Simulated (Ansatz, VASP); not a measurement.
Ca3H: VASP beside Ansatz

```
Ca H
1.0
     5.15657    0.00000    0.00000
     0.00000    5.15657    0.00000
     0.00000    0.00000    5.15657
Ca H
3 1
Direct
  0.50000 0.50000 0.00000
  0.50000 0.00000 0.50000
  0.00000 0.50000 0.50000
  0.00000 0.00000 0.00000
```

Alike in both runs: task single point; functional PBE; k mesh 10 × 10 × 10; occupations gaussian, width 0.1 eV; no spin polarisation.

|  | VASP | Ansatz |
| --- | --- | --- |
| version | VASP 6.6.1 | Ansatz 0.2.0 |
| potentials or method | VASP PAW PBE potentials, release 64 (Ca_sv, H), cutoff 520 eV | scalar-relativistic, plane waves, PAW |
| valence electrons in the cell | 31 | 31 |

```tsv
	VASP	Ansatz	Ansatz less VASP
gap on the k mesh at the Fermi level (eV)	none	none	-
pressure (GPa)	0.0	0.0	0.00
```

A gap of «none» marks a metal or a gap that the smearing closes.
